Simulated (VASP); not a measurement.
# Au (P6_3/mmc) in VASP: a series of runs

Runs on Au. Level: r2SCAN. Tasks: relaxation of shape and atoms at fixed volume.

Everything below comes from runs of VASP 6.6.1. Logs are shortened: lines on timing, memory, paths and dates and some standing lists are left out, and cuts for length are marked.

## 1. The cell of the first run

Symmetry: P6_3/mmc, No. 194, hexagonal system. Conventional cell: a = 2.893 Å, b = 2.893 Å, c = 4.854 Å, α = 90.00°, β = 90.00°, γ = 120.00°. Au (site symmetry -6m2) has 12 Au at 2.89 to 2.95 Å within 3.8 Å.

This isn't the form of Au at room conditions, which is fcc.

## 2. Relaxation of shape and atoms at fixed volume, r2SCAN (17.59 Å³/atom)

Input file POSCAR:

```
Au
1.0
    2.8932228849      0.0000000000      0.0000000000
   -1.4466114425      2.5056045172      0.0000000000
    0.0000000000      0.0000000000      4.8535995775
Au
2
Direct
    0.3333333333      0.6666666667      0.7500000000
    0.6666666667      0.3333333333      0.2500000000
```

Input file INCAR.step1:

```
SYSTEM = Au
PREC = Accurate
ENCUT = 550
ISMEAR = 0
SIGMA = 0.05
LREAL = .False.
LASPH = .True.
NELM = 120
GGA = PE
ALGO = Normal
EDIFF = 1E-5
LWAVE = .True.
LCHARG = .False.
GGA_COMPAT = .False.
IBRION = 2
ISIF = 3
EDIFFG = -0.005
NELMIN = 4
NSW = 100
```

Input file INCAR.step2:

```
SYSTEM = Au
PREC = Accurate
ENCUT = 550
EDIFF = 1E-7
ISMEAR = 0
SIGMA = 0.05
LREAL = .False.
LASPH = .True.
NELM = 120
ALGO = Normal
ISIF = 4
LWAVE = .False.
LCHARG = .False.
METAGGA = R2SCAN
LMIXTAU = .True.
IBRION = 2
NSW = 60
EDIFFG = -0.01
ISTART = 1
GGA_COMPAT = .False.
NELMIN = 4
```

Input file KPOINTS:

```
regular mesh
0
Gamma
  16 16 10
  0 0 0
```

Potentials or basis: VASP PAW PBE potentials, release 64 (Au).

Run with:

```bash
$ cat potpaw_PBE.64/Au/POTCAR > POTCAR
$ cp INCAR.step1 INCAR
$ mpirun -np 1 vasp_std > vasp.out
$ cp INCAR.step2 INCAR
$ mpirun -np 1 vasp_std > vasp.out
```

OUTCAR:

```text
SYSTEM = Au
   PREC = Accurate
   ENCUT = 550
   EDIFF = 1E-7
   ISMEAR = 0
   LREAL = .False.
   LASPH = .True.
   NELM = 120
   ISIF = 4
   METAGGA = R2SCAN
   IBRION = 2
   NSW = 60
   EDIFFG = -0.01
   ISTART = 1
   NELMIN = 4

 ion  position               nearest neighbor table
   1  0.333  0.667  0.750-   2 2.95   2 2.95   2 2.95   2 2.95   2 2.95   2 2.95
   2  0.667  0.333  0.250-   1 2.95   1 2.95   1 2.95   1 2.95   1 2.95   1 2.95

  LATTYP: Found a hexagonal cell.
 ALAT       =     2.8932228849
 C/A-ratio  =     1.6775754135

  Lattice vectors:

 A1 = (   2.8932228849,   0.0000000000,   0.0000000000)
 A2 = (  -1.4466114425,   2.5056045172,   0.0000000000)
 A3 = (   0.0000000000,   0.0000000000,   4.8535995775)

Analysis of symmetry for initial positions (statically):
=====================================================================
 Subroutine PRICEL returns:
 Original cell was already a primitive cell.

 Routine SETGRP: Setting up the symmetry group for a
 hexagonal supercell.

 Subroutine GETGRP returns: Found 24 space group operations
 (whereof 12 operations were pure point group operations)
 out of a pool of 24 trial point group operations.

The static configuration has the point symmetry D_3d.
 The point group associated with its full space group is D_6h.

Analysis of symmetry for dynamics (positions and initial velocities):
=====================================================================
 Subroutine PRICEL returns:
 Original cell was already a primitive cell.

 Routine SETGRP: Setting up the symmetry group for a
 hexagonal supercell.

 Subroutine GETGRP returns: Found 24 space group operations
 (whereof 12 operations were pure point group operations)
 out of a pool of 24 trial point group operations.

The dynamic configuration has the point symmetry D_3d.
 The point group associated with its full space group is D_6h.

 Subroutine INISYM returns: Found 24 space group operations
 (whereof 12 operations are pure point group operations),
 and found     1 'primitive' translations

----------------------------------------------------------------------------------------

                                     Primitive cell

  volume of cell :      35.1851

  direct lattice vectors                    reciprocal lattice vectors
     2.893222885  0.000000000  0.000000000     0.345635314  0.199552642  0.000000000
    -1.446611443  2.505604517  0.000000000     0.000000000  0.399105283  0.000000000
[... 97 lines left out ...]
   NUPDOWN=      -1.0000    fix difference up-down
   EMIN   =  10.00;   EMAX   =-10.00  energy-range for DOS
   EFERMI =   0.00;   METHOD = LEGACY
   ISMEAR =     0;   SIGMA  =   0.05  broadening in eV -4-tet -1-fermi 0-gaus
   EFERMI_NEDOS =   21; number of points for ismear=-14 and -15
   IALGO  =     38    algorithm
   IMIX   =      4    mixing-type and parameters
     AMIX     =   0.40;   BMIX     =  1.00
     AMIX_MAG =   1.60;   BMIX_MAG =  1.00
  volume/ion in A,a.u.               =      17.59       118.72
  Fermi-wavevector in a.u.,A,eV,Ry     =   1.399898  2.645423 26.663518  1.959713
  Thomas-Fermi vector in A             =   2.522912
   LORBIT       =      0    0 simple, 1 ext, 2 COOP (PROOUT), +10 PAW based schemes
   METAGGA = R2SCAN    functional components
   LHFCALC =     F    Hartree Fock is set to
   AEXX    =    0.0000 exact exchange contribution
   IVDW    =     0    specifies the selected vdW correction
   LEPSILON=     F    determine dielectric tensor
   LRPA    =     F    only Hartree local field effects (RPA)
 conjugate gradient relaxation of ions
 non-spin polarized calculation
 Gauss-broadening in eV      SIGMA  =   0.05
  energy-cutoff  :      550.00
  volume of cell :       35.19
 maximum number of plane-waves:      1062
 NGX is ok and might be reduce to    24
   NGX = 11   NGY = 11   NGZ = 19

 number of electron      22.0000002 magnetization

 Free energy of the ion-electron system (eV)
  ---------------------------------------------------
  ext. energy  EPLUGINS =         0.00000000
  ---------------------------------------------------
  free energy    TOTEN  =      -101.17212155 eV

  energy without entropy =     -101.17134380  energy(sigma->0) =     -101.17173267

 E-fermi :   8.8242     XC(G=0): -13.3981

 val. band max:        8.7216467245   @ k =   0.3750   0.1250   0.2000
 cond. band min:       8.8381939011   @ k =   0.4375   0.0625   0.2000
 fundamental gap:      0.1165471766
 Fermi energy:         8.8241771518

 k-point     1 :       0.0000    0.0000    0.0000
  band No.  band energies     occupation
      1      -0.9379      2.00000
      2       1.4228      2.00000
      3       3.8641      2.00000
      4       4.1343      2.00000
      5       4.1343      2.00000
      6       4.4348      2.00000
      7       4.4348      2.00000
      8       5.0964      2.00000
      9       5.0964      2.00000
     10       6.4347      2.00000
     11       6.4347      2.00000
     12       7.9813      2.00000
     13      11.4159      0.00000
     14      24.2532      0.00000
[... 401 lines left out ...]
      2       2.8360      2.00000
      3       2.8734      2.00000
      4       3.4200      2.00000
      5       3.9382      2.00000
      6       4.3591      2.00000
      7       4.6249      2.00000
      8       5.3593      2.00000
      9       6.4432      2.00000
     10       6.5149      2.00000
     11       7.5967      2.00000
     12      12.7890      0.00000
     13      15.2030      0.00000
     14      15.3982      0.00000
     15      17.0143      0.00000

 [... further k-points ...]

------------------------ aborting loop because EDIFF is reached ----------------------------------------

  FORCE on cell =-STRESS in cart. coord.  units (eV):
  Direction    XX          YY          ZZ          XY          YZ          ZX
  --------------------------------------------------------------------------------------
  -------------------------------------------------------------------------------------
  Total        0.0734835      0.0734835      0.0437817     -0.0000000      0.0000000      0.0000000
  in kB        3.3461247      3.3461247      1.9936313     -0.0000000      0.0000000      0.0000000
  external PRESSURE =       2.8952936 kB  Pullay stress =       0.0000000 kB

 VOLUME and BASIS-vectors are now :
 -----------------------------------------------------------------------------
  energy-cutoff  :      550.00
  volume of cell :       35.19
      direct lattice vectors                 reciprocal lattice vectors
     2.893222885  0.000000000  0.000000000     0.345635314  0.199552642  0.000000000
    -1.446611443  2.505604517  0.000000000     0.000000000  0.399105283  0.000000000
     0.000000000  0.000000000  4.853599577     0.000000000  0.000000000  0.206032654

 POSITION                                       TOTAL-FORCE (eV/Angst)
 -----------------------------------------------------------------------------------
     -0.00000      1.67040      3.64020        -0.000000     -0.000000      0.000000
      1.44661      0.83520      1.21340         0.000000      0.000000      0.000000
 -----------------------------------------------------------------------------------
    total drift:                                0.000000     -0.000000      0.000000

  FREE ENERGIE OF THE ION-ELECTRON SYSTEM (eV)
  ---------------------------------------------------
  free  energy   TOTEN  =      -101.1721215457 eV

  energy  without entropy=     -101.1713438036  energy(sigma->0) =     -101.17173267

 reached required accuracy - stopping structural energy minimisation
```

It took 6.6 min on 1 thread of AMD EPYC 9R45 (Zen 5), shared host; peak memory 0.21 GiB.

Results:

```yaml
Free_energy: -101.1721 eV
Pressure_after_relaxing: 0.3 GPa
Band_gap_on_the_k_mesh: zero (bands 11 and 12 overlap by 6.64 eV)
```

Final structure:
```
CELL_PARAMETERS angstrom
2.89322 0.00000 0.00000
-1.44661 2.50560 0.00000
0.00000 0.00000 4.85360
ATOMIC_POSITIONS crystal
Au 0.33333 0.66667 0.75000
Au 0.66667 0.33333 0.25000
```

Levels at points of the mesh, in eV from the Fermi level:
| k point | band 7 | band 8 | band 9 | band 10 | band 11 | band 12 | band 13 | band 14 | band 15 |
| --- | --- | --- | --- | --- | --- | --- | --- | --- | --- |
| (0.00, 0.00, 0.00) | -4.39 | -3.73 | -3.73 | -2.39 | -2.39 | -0.84 | 2.59 | 15.43 | 16.51 |
| (0.50, 0.00, 0.00) | -3.71 | -2.16 | -2.07 | -1.89 | 0.40 | 1.54 | 5.96 | 7.45 | 7.53 |
| (0.00, 0.00, 0.50) | -4.73 | -4.73 | -2.84 | -2.84 | -2.84 | -2.84 | 10.92 | 10.92 | 15.68 |
| (0.50, 0.00, 0.50) | -2.55 | -2.55 | -1.96 | -1.96 | 0.64 | 0.64 | 3.94 | 3.94 | 13.74 |

Caveat: the relaxation stopped at its first step, so nothing moved; the PAW data sets were made with another functional, which shifts forces and pressure a little; spin-orbit coupling is left out, which moves the levels of the heavy elements.

## 3. Relaxation of shape and atoms at fixed volume, r2SCAN

This run uses another cell than the first one, of 18.09 Å³/atom.

Input file POSCAR:

```
Au
1.0
    2.9501219574      0.0000000000      0.0000000000
   -1.4750609787      2.5548805594      0.0000000000
    0.0000000000      0.0000000000      4.7997738704
Au
2
Direct
    0.3333333333      0.6666666667      0.7500000000
    0.6666666667      0.3333333333      0.2500000000
```

Input file INCAR.step1:

```
SYSTEM = Au
ALGO = Normal ; EDIFF = 1E-4
ENCUT = 600 ; GGA = PE
ISMEAR = 0 ; LASPH = .TRUE.
LCHARG = .FALSE. ; LREAL = .FALSE.
LWAVE = .TRUE. ; NELM = 100
PREC = Accurate ; SIGMA = 0.05
```

Input file INCAR.step2:

```
SYSTEM = Au
ALGO = Normal ; EDIFF = 1E-6
EDIFFG = -0.02 ; ENCUT = 600
IBRION = 2 ; ISIF = 4
ISMEAR = 0 ; ISTART = 1
LASPH = .TRUE. ; LCHARG = .FALSE.
LMIXTAU = .TRUE. ; LREAL = .FALSE.
LWAVE = .FALSE. ; METAGGA = R2SCAN
NELM = 100 ; NSW = 60
PREC = Accurate ; SIGMA = 0.05
```

Input file KPOINTS:

```
k-points
0
G
  16 16 10
  0 0 0
```

Potentials or basis: VASP PAW PBE potentials, release 64 (Au).

Run with:

```bash
$ cat potpaw_PBE.64/Au/POTCAR > POTCAR
$ cp INCAR.step1 INCAR
$ mpirun -np 1 vasp_std > vasp.out
$ cp INCAR.step2 INCAR
$ mpirun -np 1 vasp_std > vasp.out
```

Run time: 6.4 min. Hardware: 1 thread of Intel Xeon 6975P-C (Granite Rapids), shared host; peak memory 0.25 GiB.

It converged, with:

```yaml
Free_energy: -101.1613 eV
Energy_gained_by_relaxing: 3.2 meV/atom
Ionic_steps: 4
Pressure_after_relaxing: -3.6 GPa
Band_gap_on_the_k_mesh: zero (bands 11 and 12 overlap by 6.50 eV)
```

Stress tensor (GPa, compression positive):
```
-3.54  0.00  0.00
 0.00 -3.54  0.00
 0.00  0.00 -3.67
```

The path:
| step | energy change (eV) | largest force (eV/Å) | pressure (GPa) | volume (Å³) |
| --- | --- | --- | --- | --- |
| 1 | 0.0000 | 0.0000 | -3.49 | 36.18 |
| 2 | -0.0028 | 0.0000 | -3.57 | 36.18 |
| 3 | -0.0062 | 0.0000 | -3.54 | 36.18 |
| 4 | -0.0064 | 0.0000 | -3.58 | 36.18 |

Final structure:
```xyz
2
Lattice="2.9166 0.0000 0.0000 -1.4583 2.5258 0.0000 0.0000 0.0000 4.9108" Properties=species:S:1:pos:R:3 pbc="T T T"
Au    0.0000    1.6839    3.6831
Au    1.4583    0.8419    1.2277
```

Levels at points of the mesh, in eV from the Fermi level:
| k point | band 8 | band 9 | band 10 | band 11 | band 12 | band 13 | band 14 | band 15 |
| --- | --- | --- | --- | --- | --- | --- | --- | --- |
| (0.00, 0.00, 0.00) | -3.63 | -3.63 | -2.38 | -2.38 | -0.74 | 2.39 | 15.44 | 16.39 |
| (0.50, 0.00, 0.00) | -2.17 | -2.06 | -1.90 | 0.40 | 1.48 | 5.84 | 7.20 | 7.39 |
| (0.00, 0.00, 0.50) | -4.60 | -2.80 | -2.80 | -2.80 | -2.80 | 10.63 | 10.63 | 15.67 |
| (0.50, 0.00, 0.50) | -2.52 | -1.96 | -1.96 | 0.70 | 0.70 | 3.78 | 3.78 | 13.85 |

Caveat: the PAW data sets were made with another functional, which shifts forces and pressure a little; spin-orbit coupling is left out, which moves the levels of the heavy elements.
